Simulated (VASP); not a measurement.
## KBr: single point with PBE

Crystal: KBr.

```xyz
2
Lattice="-0.0243 3.3389 3.3396 3.3476 -0.0062 3.3214 3.3270 3.3002 0.0144" Properties=species:S:1:pos:R:3 pbc="T T T"
K     3.2489    6.4350    3.3070
Br    3.2594    3.3688    3.2345
```

```yaml
Program: VASP 6.6.1
Task: single point
Functional: PBE
Potentials_or_basis: VASP PAW PBE potentials, release 64 (K_sv, Br)
Cutoff: 520 eV
k_mesh: 4 × 4 × 4
Occupations: methfessel-paxton, width 0.01 eV
Spin: no spin polarisation
```

```json
{
 "Pressure": "0.7 GPa",
 "Largest force": "0.354 eV/Å",
 "Band gap on the k mesh": "4.36 eV"
}
```

Forces in eV/Å, atoms in the order of the input:
```
K   -0.014  0.350 -0.055
Br   0.014 -0.350  0.055
```

Stress tensor (GPa, compression positive):
```
0.08 0.07 0.01
0.07 1.59 0.02
0.01 0.02 0.34
```

Levels at points of the mesh, in eV from the valence-band top:
```
           k point  band 5  band 6  band 7  band 8  band 9  band 10  band 11  band 12
(0.00, 0.00, 0.00)  -11.28   -0.04   -0.02    0.00    4.36     7.57     7.65     7.74
(0.50, 0.00, 0.00)  -11.04   -1.12   -0.29   -0.27    6.50     8.03     9.45     9.49
(0.00, 0.50, 0.00)  -11.05   -1.12   -0.32   -0.29    6.52     8.11     9.44     9.63
(0.50, 0.50, 0.00)  -11.29   -0.78   -0.31   -0.27    5.97     7.07     9.28     9.35
(0.00, 0.00, 0.50)  -11.06   -1.11   -0.33   -0.32    6.51     8.14     9.43     9.64
(0.50, 0.00, 0.50)  -11.31   -0.76   -0.28   -0.28    5.90     7.10     8.68     9.38
(0.00, 0.50, 0.50)  -11.30   -0.79   -0.30   -0.26    5.98     7.06     9.31     9.35
(0.50, 0.50, 0.50)  -11.04   -1.12   -0.32   -0.28    6.50     8.07     9.43     9.51
```

Wall time 17 s on 1 thread of Intel(R) Xeon(R) 6975P-C (Granite Rapids) (shared host), peak memory 0.22 GiB.

A hybrid or GW would open this gap; PBE tends to underestimate it.
